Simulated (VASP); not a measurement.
# BN (zincblende type) (F-43m) in VASP: further runs

The runs below take BN (zincblende type) through relaxation of cell and atoms, single point, with PBE.

All numbers are computed with VASP 6.6.1; they aren't measurements. Logs are shortened: lines on timing, memory, paths and dates and some standing lists are left out, and cuts for length are marked.

## 1. The cell of the first run

The structure is cubic, space group F-43m (No. 216). Conventional cell: a = 3.535 Å, b = 3.535 Å, c = 3.535 Å, α = 90.00°, β = 90.00°, γ = 90.00°. B (site symmetry -43m) has 4 N at 1.53 Å within 2.0 Å. N (site symmetry -43m) has 4 B at 1.53 Å within 2.0 Å.

## 2. Relaxation of cell and atoms, PBE, target pressure 32 GPa, at which the enthalpy is minimised

INCAR

```
PREC = Accurate ; ENCUT = 600
EDIFF = 1E-6 ; ISMEAR = -1
SIGMA = 0.1 ; LREAL = False
LASPH = True ; NELM = 80
ALGO = Normal ; ISIF = 3
LWAVE = False ; LCHARG = False
GGA = PE ; IBRION = 2
NSW = 32 ; EDIFFG = -0.005
PSTRESS = 320.0
```

KPOINTS

```
regular mesh
0
Gamma
  16 16 16
```

POSCAR

```
BN
1.0
    0.0000000000      1.7675658953      1.7675658953
    1.7675658953      0.0000000000      1.7675658953
    1.7675658953      1.7675658953      0.0000000000
B N
1 1
Direct
    0.0000000000      0.0000000000      0.0000000000
    0.2500000000      0.2500000000      0.2500000000
```

Potentials or basis: VASP PAW PBE potentials, release 64 (B, N).

On the command line:

```console
$ cat potpaw_PBE.64/B/POTCAR potpaw_PBE.64/N/POTCAR > POTCAR
$ mpirun -np 1 vasp_std > vasp.out
```

OUTCAR:

```text
PREC = Accurate
   ENCUT = 600
   EDIFF = 1E-6
   ISMEAR = -1
   LREAL = False
   LASPH = True
   NELM = 80
   ISIF = 3
   GGA = PE
   IBRION = 2
   NSW = 32
   EDIFFG = -0.005
   PSTRESS = 320.0

 ion  position               nearest neighbor table
   1  0.000  0.000  0.000-   2 1.53   2 1.53   2 1.53   2 1.53
   2  0.250  0.250  0.250-   1 1.53   1 1.53   1 1.53   1 1.53

  LATTYP: Found a face centered cubic cell.
 ALAT       =     3.5351317906

  Lattice vectors:

 A1 = (   0.0000000000,   1.7675658953,   1.7675658953)
 A2 = (   1.7675658953,   0.0000000000,   1.7675658953)
 A3 = (   1.7675658953,   1.7675658953,   0.0000000000)

Analysis of symmetry for initial positions (statically):
=====================================================================
 Subroutine PRICEL returns:
 Original cell was already a primitive cell.

 Routine SETGRP: Setting up the symmetry group for a
 face centered cubic supercell.

 Subroutine GETGRP returns: Found 24 space group operations
 (whereof 24 operations were pure point group operations)
 out of a pool of 48 trial point group operations.

The static configuration has the point symmetry T_d .

Analysis of symmetry for dynamics (positions and initial velocities):
=====================================================================
 Subroutine PRICEL returns:
 Original cell was already a primitive cell.

 Routine SETGRP: Setting up the symmetry group for a
 face centered cubic supercell.

 Subroutine GETGRP returns: Found 24 space group operations
 (whereof 24 operations were pure point group operations)
 out of a pool of 48 trial point group operations.

The dynamic configuration has the point symmetry T_d .

 Subroutine INISYM returns: Found 24 space group operations
 (whereof 24 operations are pure point group operations),
 and found     1 'primitive' translations

----------------------------------------------------------------------------------------

                                     Primitive cell

  volume of cell :      11.0448

  direct lattice vectors                    reciprocal lattice vectors
     0.000000000  1.767565895  1.767565895    -0.282874885  0.282874885  0.282874885
     1.767565895  0.000000000  1.767565895     0.282874885 -0.282874885  0.282874885
     1.767565895  1.767565895  0.000000000     0.282874885  0.282874885 -0.282874885

  length of vectors
     2.499715662  2.499715662  2.499715662     0.489953674  0.489953674  0.489953674

  position of ions in fractional coordinates (direct lattice)
     0.000000000  0.000000000  0.000000000
     0.250000000  0.250000000  0.250000000

  ion indices of the primitive-cell ions
   primitive index   ion index
                 1           1
                 2           2

----------------------------------------------------------------------------------------

 KPOINTS: regular mesh

Automatic generation of k-mesh.
 Grid dimensions read from file:
 generate k-points for:   16   16   16

 Generating k-lattice:

  Cartesian coordinates                     Fractional coordinates (reciprocal lattice)
    -0.017679680  0.017679680  0.017679680     0.062500000  0.000000000  0.000000000
     0.017679680 -0.017679680  0.017679680     0.000000000  0.062500000  0.000000000
     0.017679680  0.017679680 -0.017679680     0.000000000  0.000000000  0.062500000

  Length of vectors
     0.030622105  0.030622105  0.030622105

  Shift w.r.t. Gamma in fractional coordinates (k-lattice)
     0.000000000  0.000000000  0.000000000

 Subroutine IBZKPT returns following result:
 ===========================================

 Found    145 irreducible k-points:

 Following reciprocal coordinates:
            Coordinates               Weight
  0.000000  0.000000  0.000000      1.000000
  0.062500  0.000000  0.000000      8.000000
  0.125000  0.000000  0.000000      8.000000
  0.187500  0.000000  0.000000      8.000000
  0.250000  0.000000  0.000000      8.000000
  0.312500  0.000000  0.000000      8.000000
[... 16 lines left out ...]
 -0.125000  0.062500  0.000000     24.000000
 -0.062500  0.062500  0.000000     12.000000
 [... further k-points ...]
   k-points           NKPTS =    145   k-points in BZ     NKDIM =    145   number of bands    NBANDS=      8
   number of dos      NEDOS =    301   number of ions     NIONS =      2
   total plane-waves  NPLWV =   8000
   dimension x,y,z NGX =    20 NGY =   20 NGZ =   20
   dimension x,y,z NGXF=    40 NGYF=   40 NGZF=   40
   ions per type =               1   1
   NGX,Y,Z   is equivalent  to a cutoff of  13.30, 13.30, 13.30 a.u.
   NGXF,Y,Z  is equivalent  to a cutoff of  26.60, 26.60, 26.60 a.u.
 SYSTEM =  unknown system
   PREC   = accura    normal or accurate (medium, high low for compatibility)
   ISTART =      0    job   : 0-new  1-cont  2-samecut
   ICHARG =      2    charge: 1-file 2-atom 10-const
   ISPIN  =      1    spin polarized calculation?
   LNONCOLLINEAR =      F non collinear calculations
   LSORBIT =      F    spin-orbit coupling
   LASPH  =      T    aspherical Exc in radial PAW
   ENCUT  =  600.0 eV  44.10 Ry    6.64 a.u.   4.99  4.99  4.99*2*pi/ulx,y,z
   NELM   =     80;   NELMIN=  2; NELMDL= -5     # of ELM steps
   EDIFF  = 0.1E-05   stopping-criterion for ELM
   LREAL  =      F    real-space projection
   EDIFFG = -.5E-02   stopping-criterion for IOM
   NSW    =     32    number of steps for IOM
   IBRION =      2    ionic relax: 0-MD 1-quasi-New 2-CG
   NFREE  =      1    steps in history (QN), initial steepest desc. (CG)
   ISIF   =      3    stress and relaxation
   ISYM   =      2    0-nonsym 1-usesym 2-fastsym
   POTIM  = 0.5000    time-step for ionic-motion
   TEBEG  =    0.0;   TEEND  =   0.0 temperature during run
   PSTRESS=  320.0 pullay stress
   NELECT =       8.0000    total number of electrons
   NUPDOWN=      -1.0000    fix difference up-down
   EMIN   =  10.00;   EMAX   =-10.00  energy-range for DOS
   EFERMI =   0.00;   METHOD = LEGACY
   ISMEAR =    -1;   SIGMA  =   0.10  broadening in eV -4-tet -1-fermi 0-gaus
   EFERMI_NEDOS =   21; number of points for ismear=-14 and -15
   IALGO  =     38    algorithm
   IMIX   =      4    mixing-type and parameters
     AMIX     =   0.40;   BMIX     =  1.00
     AMIX_MAG =   1.60;   BMIX_MAG =  1.00
  volume/ion in A,a.u.               =       5.52        37.27
  Fermi-wavevector in a.u.,A,eV,Ry     =   1.470232  2.778336 29.410112  2.161582
  Thomas-Fermi vector in A             =   2.585514
   LORBIT       =      0    0 simple, 1 ext, 2 COOP (PROOUT), +10 PAW based schemes
   GGA     = PE    functional components
   LHFCALC =     F    Hartree Fock is set to
   AEXX    =    0.0000 exact exchange contribution
   IVDW    =     0    specifies the selected vdW correction
   LEPSILON=     F    determine dielectric tensor
   LRPA    =     F    only Hartree local field effects (RPA)
 conjugate gradient relaxation of ions
 non-spin polarized calculation
  energy-cutoff  :      600.00
  volume of cell :       11.04
 maximum number of plane-waves:       381
   NGX =  9   NGY =  9   NGZ =  9

--------------------------------------- Ionic step        1  -------------------------------------------

 number of electron       7.9999999 magnetization

 Free energy of the ion-electron system (eV)
  ---------------------------------------------------
  ext. energy  EPLUGINS =         0.00000000
  ---------------------------------------------------
  free energy    TOTEN  =       -17.37035223 eV

  energy without entropy =      -17.37035223  energy(sigma->0) =      -17.37035223

------------------------ aborting loop because EDIFF is reached ----------------------------------------

  FORCE on cell =-STRESS in cart. coord.  units (eV):
  Direction    XX          YY          ZZ          XY          YZ          ZX
  --------------------------------------------------------------------------------------
  -------------------------------------------------------------------------------------
  Total        2.2186558      2.2186558      2.2186558      0.0000000      0.0000000      0.0000000
  in kB      321.8427073    321.8427073    321.8427073      0.0000000      0.0000000      0.0000000
  external PRESSURE =       1.8427073 kB  Pullay stress =     320.0000000 kB

 VOLUME and BASIS-vectors are now :
 -----------------------------------------------------------------------------
  energy-cutoff  :      600.00
  volume of cell :       11.04
      direct lattice vectors                 reciprocal lattice vectors
     0.000000000  1.767565895  1.767565895    -0.282874885  0.282874885  0.282874885
     1.767565895  0.000000000  1.767565895     0.282874885 -0.282874885  0.282874885
     1.767565895  1.767565895  0.000000000     0.282874885  0.282874885 -0.282874885
[... 46 lines left out ...]
  FREE ENERGIE OF THE ION-ELECTRON SYSTEM (eV)
  ---------------------------------------------------
  free  energy   TOTEN  =       -17.3723775289 eV

  energy  without entropy=      -17.3723775288  energy(sigma->0) =      -17.37237753

  enthalpy is  TOTEN    =       -15.1643962442 eV   P V=        2.2079812846

--------------------------------------- Ionic step        3  -------------------------------------------

 number of electron       7.9999999 magnetization

 Free energy of the ion-electron system (eV)
  ---------------------------------------------------
  ext. energy  EPLUGINS =         0.00000000
  ---------------------------------------------------
  free energy    TOTEN  =       -17.37121615 eV

  energy without entropy =      -17.37121615  energy(sigma->0) =      -17.37121615

 E-fermi :  10.1559     XC(G=0): -13.1542

 val. band max:        8.2465086572   @ k =   0.0000   0.0000   0.0000
 cond. band min:      12.7732291128   @ k =   0.5000   0.5000   0.0000
 fundamental gap:      4.5267204556
 Fermi energy:        10.1558841281

 k-point     1 :       0.0000    0.0000    0.0000
  band No.  band energies     occupation
      1     -12.7628      2.00000
      2       8.2465      2.00000
      3       8.2465      2.00000
      4       8.2465      2.00000
      5      17.3842      0.00000
      6      17.3842      0.00000
      7      17.3842      0.00000
      8      19.7021      0.00000

 k-point     2 :       0.0625    0.0000    0.0000
  band No.  band energies     occupation
      1     -12.6624      2.00000
      2       7.6894      2.00000
      3       8.1342      2.00000
      4       8.1342      2.00000
      5      17.5551      0.00000
      6      17.5551      0.00000
      7      17.5689      0.00000
      8      19.9972      0.00000
[... 221 lines left out ...]
 k-point    23 :      -0.1250    0.0625    0.0000
  band No.  band energies     occupation
      1     -12.1323      2.00000
      2       5.6426      2.00000
      3       7.0191      2.00000
      4       7.9358      2.00000
      5      17.9636      0.00000
      6      18.0871      0.00000
      7      18.7385      0.00000
      8      21.2444      0.00000

 k-point    24 :      -0.0625    0.0625    0.0000
  band No.  band energies     occupation
      1     -12.4959      2.00000
      2       7.0730      2.00000
      3       7.5604      2.00000
      4       8.1456      2.00000
      5      17.6077      0.00000
      6      17.6953      0.00000
      7      18.1556      0.00000
      8      20.4356      0.00000

 [... further k-points ...]
[... 5 lines left out ...]
  --------------------------------------------------------------------------------------
  -------------------------------------------------------------------------------------
  Total        2.2049606      2.2049606      2.2049606     -0.0000000     -0.0000000     -0.0000000
  in kB      319.7311338    319.7311338    319.7311338     -0.0000000     -0.0000000     -0.0000000
  external PRESSURE =      -0.2688662 kB  Pullay stress =     320.0000000 kB

 VOLUME and BASIS-vectors are now :
 -----------------------------------------------------------------------------
  energy-cutoff  :      600.00
  volume of cell :       11.05
      direct lattice vectors                 reciprocal lattice vectors
     0.000000000  1.767796081  1.767796081    -0.282838052  0.282838052  0.282838052
     1.767796081  0.000000000  1.767796081     0.282838052 -0.282838052  0.282838052
     1.767796081  1.767796081  0.000000000     0.282838052  0.282838052 -0.282838052

 POSITION                                       TOTAL-FORCE (eV/Angst)
 -----------------------------------------------------------------------------------
      0.00000      0.00000      0.00000        -0.000000     -0.000000     -0.000000
      0.88390      0.88390      0.88390         0.000000      0.000000      0.000000
 -----------------------------------------------------------------------------------
    total drift:                                0.000000      0.000000      0.000000

  FREE ENERGIE OF THE ION-ELECTRON SYSTEM (eV)
  ---------------------------------------------------
  free  energy   TOTEN  =       -17.3712161529 eV

  energy  without entropy=      -17.3712161529  energy(sigma->0) =      -17.37121615

  enthalpy is  TOTEN    =       -15.1644013324 eV   P V=        2.2068148206

 reached required accuracy - stopping structural energy minimisation
```

It took 8.3 s on 1 thread of Intel Xeon 6975P-C (Granite Rapids), shared host; peak memory 0.12 GiB.

What came out:

* Free energy: -17.3712 eV
* Relaxed volume: 5.52 Å³/atom
* Relaxed cell: a = 2.500 Å, b = 2.500 Å, c = 2.500 Å, α = 60.00°, β = 60.00°, γ = 60.00°
* Space group after relaxing (to 0.05 Å): F-43m (No. 216)
* Energy change on relaxing (the enthalpy is what falls): -0.4 meV/atom
* Ionic steps: 3
* Pressure after relaxing: 32.0 GPa
* Band gap on the k mesh: 4.53 eV, indirect (least direct gap 9.14 eV)

Step by step:
```csv
step,energy change (eV),largest force (eV/Å),pressure (GPa),volume (Å³)
1,0.0000,0.0000,32.18,11.04
2,-0.0020,0.0000,31.75,11.05
3,-0.0009,0.0000,31.97,11.05
```

Final structure:
```yaml
crystal:
  lattice:
    - [0.00000, 1.76780, 1.76780]
    - [1.76780, 0.00000, 1.76780]
    - [1.76780, 1.76780, 0.00000]
  atoms:
    - { symbol: B, position: [0.00000, 0.00000, 0.00000] }
    - { symbol: N, position: [0.25000, 0.25000, 0.25000] }
```

Caveat: the cell is relaxed towards a set pressure, so the enthalpy falls and the energy may rise.

(Part 1 of 2 ends here.)
